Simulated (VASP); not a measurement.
Write the native input for VASP 6.6.1 that does the following.

```
Task                   : single point
Functional             : PBE
Potentials or basis    : VASP PAW PBE potentials, release 64 (Sb, Br)
Cutoff                 : 500 eV
k mesh                 : 14 × 14 × 14
Occupations            : gaussian, width 0.1 eV
Spin                   : no spin polarisation
Dipole correction      : no
Further INCAR settings : ALGO = Normal; EDIFF = 1e-06; NBANDS = 13
```

The structure of SbBr lies in POSCAR:

```
SbBr
1.0
    3.7811998139      0.0000000000      0.0000000000
    0.0000000000      3.7811998139      0.0000000000
    0.0000000000      0.0000000000      3.7811998139
Sb Br
1 1
Direct
    0.5000000000      0.5000000000      0.5000000000
    0.0000000000      0.0000000000      0.0000000000
```

The cell was generated, and may not be a known phase.

One way to write it, as run:

INCAR

```
  PREC = Accurate
  ENCUT = 500
  EDIFF = 1E-6
  ISMEAR = 0
  SIGMA = 0.1
  LREAL = F
  LASPH = T
  NELM = 120
  ALGO = Normal
  ISIF = 2
  LWAVE = F
  LCHARG = F
  GGA = PE
  NBANDS = 13
  GGA_COMPAT = F
```

KPOINTS

```
regular mesh
0
Gamma
  14 14 14
```

Potentials or basis: VASP PAW PBE potentials, release 64 (Sb, Br).

Launch:

```sh
$ cat potpaw_PBE.64/Sb/POTCAR potpaw_PBE.64/Br/POTCAR > POTCAR
$ mpirun -np 1 vasp_std > vasp.out
```

It gave:

| Item | Value |
| --- | --- |
| Pressure | -0.2 GPa |
| Band gap on the k mesh | zero (bands 6 and 7 overlap by 5.01 eV) |

Caveat: spin-orbit coupling is left out, which moves the levels of the heavy elements.

Wall time 79 s on 1 thread of Intel Xeon 8259CL, on a shared host, peak memory 0.22 GiB.
